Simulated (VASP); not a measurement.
# Br (I4/mmm) in VASP: settings compared

The runs below take Br through single point, with PBEsol, PBE.

All numbers are computed with VASP 6.6.1; they aren't measurements. Logs are shortened: lines on timing, memory, paths and dates and some standing lists are left out, and cuts for length are marked.

### Step 1. The cell of the first run

The structure is tetragonal, space group I4/mmm (No. 139). Conventional cell: a = 2.816 Å, b = 2.816 Å, c = 7.330 Å, α = 90.00°, β = 90.00°, γ = 90.00°. Within 3.7 Å of Br (site symmetry 4/mmm) lie 4 Br at 2.82 Å.

### Step 2. Single point, PBEsol

INCAR

```
PREC = Accurate
ENCUT = 520
EDIFF = 1E-7
ISMEAR = -1
SIGMA = 0.05
LREAL = F
LASPH = T
NELM = 60
ALGO = Normal
ISIF = 2
LWAVE = F
LCHARG = F
GGA = PS
NBANDS = 10
```

KPOINTS

```
regular mesh
0
Gamma
  13 13 13
```

POSCAR

```
Br
1.0
   -1.4078435686      1.4078435686      3.6651344813
    1.4078435686     -1.4078435686      3.6651344813
    1.4078435686      1.4078435686     -3.6651344813
Br
1
Direct
    0.0000000000      0.0000000000      0.0000000000
```

Potentials or basis: VASP PAW PBE potentials, release 64 (Br).

Started as:

```
> cat potpaw_PBE.64/Br/POTCAR > POTCAR
> mpirun -np 1 vasp_std > vasp.out
```

OUTCAR:

```text
PREC = Accurate
   ENCUT = 520
   EDIFF = 1E-7
   ISMEAR = -1
   LREAL = F
   LASPH = T
   NELM = 60
   ISIF = 2
   GGA = PS

 ion  position               nearest neighbor table
   1  0.000  0.000  0.000-

  LATTYP: Found a body centered tetragonal cell.
 ALAT       =     2.8156871372
 C/A-ratio  =     2.6033677058

  Lattice vectors:

 A1 = (  -1.4078435686,   1.4078435686,   3.6651344813)
 A2 = (   1.4078435686,  -1.4078435686,   3.6651344813)
 A3 = (   1.4078435686,   1.4078435686,  -3.6651344813)

Analysis of symmetry for initial positions (statically):
=====================================================================
 Subroutine PRICEL returns:
 Original cell was already a primitive cell.

 Routine SETGRP: Setting up the symmetry group for a
 body centered tetragonal supercell.

 Subroutine GETGRP returns: Found 16 space group operations
 (whereof 16 operations were pure point group operations)
 out of a pool of 16 trial point group operations.

The static configuration has the point symmetry D_4h.

Analysis of symmetry for dynamics (positions and initial velocities):
=====================================================================
 Subroutine PRICEL returns:
 Original cell was already a primitive cell.

 Routine SETGRP: Setting up the symmetry group for a
 body centered tetragonal supercell.

 Subroutine GETGRP returns: Found 16 space group operations
 (whereof 16 operations were pure point group operations)
 out of a pool of 16 trial point group operations.

The dynamic configuration has the point symmetry D_4h.

 Subroutine INISYM returns: Found 16 space group operations
 (whereof 16 operations are pure point group operations),
 and found     1 'primitive' translations

----------------------------------------------------------------------------------------

                                     Primitive cell

  volume of cell :      29.0575

  direct lattice vectors                    reciprocal lattice vectors
    -1.407843569  1.407843569  3.665134481     0.000000000  0.355153095  0.136420642
     1.407843569 -1.407843569  3.665134481     0.355153095  0.000000000  0.136420642
     1.407843569  1.407843569 -3.665134481     0.355153095  0.355153095  0.000000000

  length of vectors
     4.171002013  4.171002013  4.171002013     0.380452773  0.380452773  0.502262323

  position of ions in fractional coordinates (direct lattice)
     0.000000000  0.000000000  0.000000000

  ion indices of the primitive-cell ions
   primitive index   ion index
                 1           1

----------------------------------------------------------------------------------------

 KPOINTS: regular mesh

Automatic generation of k-mesh.
 Grid dimensions read from file:
 generate k-points for:   13   13   13

 Generating k-lattice:

  Cartesian coordinates                     Fractional coordinates (reciprocal lattice)
     0.000000000  0.027319469  0.010493896     0.076923077 -0.000000000  0.000000000
     0.027319469  0.000000000  0.010493896    -0.000000000  0.076923077  0.000000000
     0.027319469  0.027319469  0.000000000     0.000000000  0.000000000  0.076923077

  Length of vectors
     0.029265598  0.029265598  0.038635563

  Shift w.r.t. Gamma in fractional coordinates (k-lattice)
     0.000000000  0.000000000  0.000000000

 Subroutine IBZKPT returns following result:
 ===========================================

 Found    196 irreducible k-points:

 Following reciprocal coordinates:
            Coordinates               Weight
  0.000000  0.000000  0.000000      1.000000
  0.076923 -0.000000  0.000000      8.000000
  0.153846 -0.000000  0.000000      8.000000
  0.230769 -0.000000  0.000000      8.000000
  0.307692 -0.000000  0.000000      8.000000
  0.384615  0.000000  0.000000      8.000000
[... 16 lines left out ...]
  0.384615  0.153846  0.000000     16.000000
  0.461538  0.153846  0.000000     16.000000
 [... further k-points ...]
   k-points           NKPTS =    196   k-points in BZ     NKDIM =    196   number of bands    NBANDS=     10
   number of dos      NEDOS =    301   number of ions     NIONS =      1
   total plane-waves  NPLWV =  32768
   dimension x,y,z NGX =    32 NGY =   32 NGZ =   32
   dimension x,y,z NGXF=    64 NGYF=   64 NGZF=   64
   ions per type =               1
   NGX,Y,Z   is equivalent  to a cutoff of  12.75, 12.75, 12.75 a.u.
   NGXF,Y,Z  is equivalent  to a cutoff of  25.51, 25.51, 25.51 a.u.
 SYSTEM =  unknown system
   PREC   = accura    normal or accurate (medium, high low for compatibility)
   ISTART =      0    job   : 0-new  1-cont  2-samecut
   ICHARG =      2    charge: 1-file 2-atom 10-const
   ISPIN  =      1    spin polarized calculation?
   LNONCOLLINEAR =      F non collinear calculations
   LSORBIT =      F    spin-orbit coupling
   LASPH  =      T    aspherical Exc in radial PAW
   ENCUT  =  520.0 eV  38.22 Ry    6.18 a.u.   7.76  7.76  7.76*2*pi/ulx,y,z
   NELM   =     60;   NELMIN=  2; NELMDL= -5     # of ELM steps
   EDIFF  = 0.1E-06   stopping-criterion for ELM
   LREAL  =      F    real-space projection
   EDIFFG = 0.1E-05   stopping-criterion for IOM
   NSW    =      0    number of steps for IOM
   IBRION =     -1    ionic relax: 0-MD 1-quasi-New 2-CG
   NFREE  =      0    steps in history (QN), initial steepest desc. (CG)
   ISIF   =      2    stress and relaxation
   ISYM   =      2    0-nonsym 1-usesym 2-fastsym
   POTIM  = 0.5000    time-step for ionic-motion
   TEBEG  =    0.0;   TEEND  =   0.0 temperature during run
   PSTRESS=    0.0 pullay stress
   NELECT =       7.0000    total number of electrons
   NUPDOWN=      -1.0000    fix difference up-down
   EMIN   =  10.00;   EMAX   =-10.00  energy-range for DOS
   EFERMI =   0.00;   METHOD = LEGACY
   ISMEAR =    -1;   SIGMA  =   0.05  broadening in eV -4-tet -1-fermi 0-gaus
   EFERMI_NEDOS =   21; number of points for ismear=-14 and -15
   IALGO  =     38    algorithm
   IMIX   =      4    mixing-type and parameters
     AMIX     =   0.40;   BMIX     =  1.00
     AMIX_MAG =   1.60;   BMIX_MAG =  1.00
  volume/ion in A,a.u.               =      29.06       196.09
  Fermi-wavevector in a.u.,A,eV,Ry     =   1.018641  1.924953 14.117814  1.037630
  Thomas-Fermi vector in A             =   2.152110
   LORBIT       =      0    0 simple, 1 ext, 2 COOP (PROOUT), +10 PAW based schemes
   GGA     = PS    functional components
   LHFCALC =     F    Hartree Fock is set to
   AEXX    =    0.0000 exact exchange contribution
   IVDW    =     0    specifies the selected vdW correction
   LEPSILON=     F    determine dielectric tensor
   LRPA    =     F    only Hartree local field effects (RPA)
 non-spin polarized calculation
  energy-cutoff  :      520.00
  volume of cell :       29.06
 maximum number of plane-waves:       798
   NGX = 15   NGY = 15   NGZ = 15

 number of electron       7.0000001 magnetization

 Free energy of the ion-electron system (eV)
  ---------------------------------------------------
  ext. energy  EPLUGINS =         0.00000000
  ---------------------------------------------------
  free energy    TOTEN  =        -1.71344613 eV

  energy without entropy =       -1.70903843  energy(sigma->0) =       -1.71124228

 E-fermi :   1.4664     XC(G=0):  -8.7942

 val. band max:        1.3763735683   @ k =  -0.2308   0.3077   0.0769
 cond. band min:       1.5068528248   @ k =  -0.3077   0.3846   0.1538
 fundamental gap:      0.1304792564
 Fermi energy:         1.4663533148

 k-point     1 :       0.0000    0.0000    0.0000
  band No.  band energies     occupation
      1     -15.0580      2.00000
      2      -1.1798      2.00000
      3       2.4274      0.00000
      4       2.4274      0.00000
      5       6.3966      0.00000
      6      11.1075      0.00000
      7      11.6053      0.00000
      8      17.5245      0.00000
      9      17.5245      0.00000
     10      17.7662      0.00000

 k-point     2 :       0.0769   -0.0000    0.0000
  band No.  band energies     occupation
      1     -14.9812      2.00000
      2      -1.1624      2.00000
      3       1.7635      0.00523
      4       2.4762      0.00000
      5       6.6195      0.00000
      6      11.3724      0.00000
      7      12.2179      0.00000
      8      15.4913      0.00000
      9      17.6425      0.00000
     10      18.8248      0.00000

 k-point     3 :       0.1538   -0.0000    0.0000
  band No.  band energies     occupation
      1     -14.7581      2.00000
      2      -1.1111      2.00000
      3       0.3064      2.00000
      4       2.6155      0.00000
      5       7.1766      0.00000
      6      11.6511      0.00000
      7      13.3497      0.00000
      8      14.1862      0.00000
      9      17.9877      0.00000
     10      19.3673      0.00000

 k-point     4 :       0.2308   -0.0000    0.0000
  band No.  band energies     occupation
      1     -14.4129      2.00000
      2      -1.4043      2.00000
      3      -0.9242      2.00000
      4       2.8226      0.00000
      5       7.8971      0.00000
      6      11.7058      0.00000
      7      12.1115      0.00000
      8      16.4467      0.00000
      9      18.5013      0.00000
     10      19.6896      0.00000

 k-point     5 :       0.3077   -0.0000    0.0000
  band No.  band energies     occupation
      1     -13.9955      2.00000
      2      -2.8391      2.00000
      3      -0.8285      2.00000
      4       3.0583      0.00000
      5       8.2941      0.00000
      6      11.1242      0.00000
      7      12.5543      0.00000
      8      18.0484      0.00000
      9      18.1163      0.00000
     10      19.4177      0.00000

 k-point     6 :       0.3846    0.0000    0.0000
  band No.  band energies     occupation
      1     -13.5936      2.00000
      2      -3.9806      2.00000
      3      -0.6847      2.00000
      4       3.2684      0.00000
      5       7.9257      0.00000
      6      11.9372      0.00000
      7      13.0803      0.00000
      8      17.1636      0.00000
      9      17.5369      0.00000
     10      19.2133      0.00000
[... 183 lines left out ...]
 k-point    21 :       0.2308    0.1538   -0.0000
  band No.  band energies     occupation
      1     -14.0942      2.00000
      2      -1.3311      2.00000
      3      -0.8974      2.00000
      4       0.7792      2.00000
      5       8.8634      0.00000
      6      12.7344      0.00000
      7      13.9302      0.00000
      8      15.3448      0.00000
      9      15.8728      0.00000
     10      18.0657      0.00000

 k-point    22 :       0.3077    0.1538    0.0000
  band No.  band energies     occupation
      1     -13.6800      2.00000
      2      -2.6141      2.00000
      3      -0.8947      2.00000
      4       1.0712      1.99926
      5       8.9463      0.00000
      6      12.3536      0.00000
      7      13.7209      0.00000
      8      15.8604      0.00000
      9      16.2035      0.00000
     10      18.8554      0.00000

 k-point    23 :       0.3846    0.1538    0.0000
  band No.  band energies     occupation
      1     -13.2887      2.00000
      2      -3.7327      2.00000
      3      -0.6602      2.00000
      4       1.3419      1.84669
      5       8.4831      0.00000
      6      12.2771      0.00000
      7      13.9901      0.00000
      8      15.9117      0.00000
      9      16.5319      0.00000
     10      18.1386      0.00000

 k-point    24 :       0.4615    0.1538    0.0000
  band No.  band energies     occupation
      1     -13.0474      2.00000
      2      -4.3482      2.00000
      3      -0.4286      2.00000
      4       1.5135      0.56097
      5       8.0973      0.00000
      6      11.9068      0.00000
      7      14.3543      0.00000
      8      15.6491      0.00000
      9      16.4155      0.00000
     10      18.3700      0.00000

 [... further k-points ...]

------------------------ aborting loop because EDIFF is reached ----------------------------------------

  FORCE on cell =-STRESS in cart. coord.  units (eV):
  Direction    XX          YY          ZZ          XY          YZ          ZX
  --------------------------------------------------------------------------------------
  -------------------------------------------------------------------------------------
  Total        0.0074630      0.0074630     -0.0008739      0.0000000      0.0000000      0.0000000
  in kB        0.4114978      0.4114978     -0.0481877      0.0000000      0.0000000      0.0000000
  external PRESSURE =       0.2582693 kB  Pullay stress =       0.0000000 kB

 VOLUME and BASIS-vectors are now :
 -----------------------------------------------------------------------------
  energy-cutoff  :      520.00
  volume of cell :       29.06
      direct lattice vectors                 reciprocal lattice vectors
    -1.407843569  1.407843569  3.665134481     0.000000000  0.355153095  0.136420642
     1.407843569 -1.407843569  3.665134481     0.355153095  0.000000000  0.136420642
     1.407843569  1.407843569 -3.665134481     0.355153095  0.355153095  0.000000000

 POSITION                                       TOTAL-FORCE (eV/Angst)
 -----------------------------------------------------------------------------------
      0.00000      0.00000      0.00000        -0.000000     -0.000000     -0.000000
 -----------------------------------------------------------------------------------
    total drift:                               -0.000000     -0.000000      0.000000

  FREE ENERGIE OF THE ION-ELECTRON SYSTEM (eV)
  ---------------------------------------------------
  free  energy   TOTEN  =        -1.7134461346 eV

  energy  without entropy=       -1.7090384257  energy(sigma->0) =       -1.71124228
```

Wall time 71 s (1 thread of Intel Xeon 8259CL, shared host); peak memory 0.21 GiB.

Results:

```yaml
Free_energy: -1.7134 eV
Pressure: 0.0 GPa
Band_gap_on_the_k_mesh: zero (an odd number of electrons rules out a gap without spin polarisation)
```

Caveat: the PAW data sets were made with another functional, which shifts forces and pressure a little; an odd number of electrons without spin polarisation forces a metal; a magnetic or distorted state may lie lower.

### Step 3. Single point, PBE

This run uses another cell than the first one, of 37.03 Å³/atom.

INCAR

```
SYSTEM = Br
  ALGO = Normal
  EDIFF = 1E-6
  ENCUT = 520
  GGA = PE
  ISIF = 2
  ISMEAR = -1
  LASPH = .True.
  LCHARG = .False.
  LREAL = .False.
  LWAVE = .False.
  NBANDS = 10
  NELM = 60
  PREC = Accurate
  SIGMA = 0.05
```

KPOINTS

```
k-points
0
Gamma
  13 13 13
  0 0 0
```

POSCAR

```
Br
1.0
   -1.4350631119      1.4350631119      4.4952084532
    1.4350631119     -1.4350631119      4.4952084532
    1.4350631119      1.4350631119     -4.4952084532
Br
1
Direct
    0.0000000000      0.0000000000      0.0000000000
```

Potentials or basis: VASP PAW PBE potentials, release 64 (Br).

Started as:

```
> cat potpaw_PBE.64/Br/POTCAR > POTCAR
> mpirun -np 1 vasp_std > vasp.out
```

Run time: 2.4 min. Hardware: 1 thread of Intel Xeon 8259CL, shared host; peak memory 0.27 GiB.

Results (log left out):

| Quantity | Value |
| --- | --- |
| Free energy | -1.4683 eV |
| Pressure | 0.0 GPa |
| Band gap on the k mesh | zero (an odd number of electrons rules out a gap without spin polarisation) |

Levels at points of the mesh, in eV from the Fermi level:
```
           k point  band 1  band 2  band 3  band 4  band 5  band 6
(0.00, 0.00, 0.00)  -16.01   -3.01    0.84    0.84    4.71    9.66
```

Caveat: an odd number of electrons without spin polarisation forces a metal; a magnetic or distorted state may lie lower.
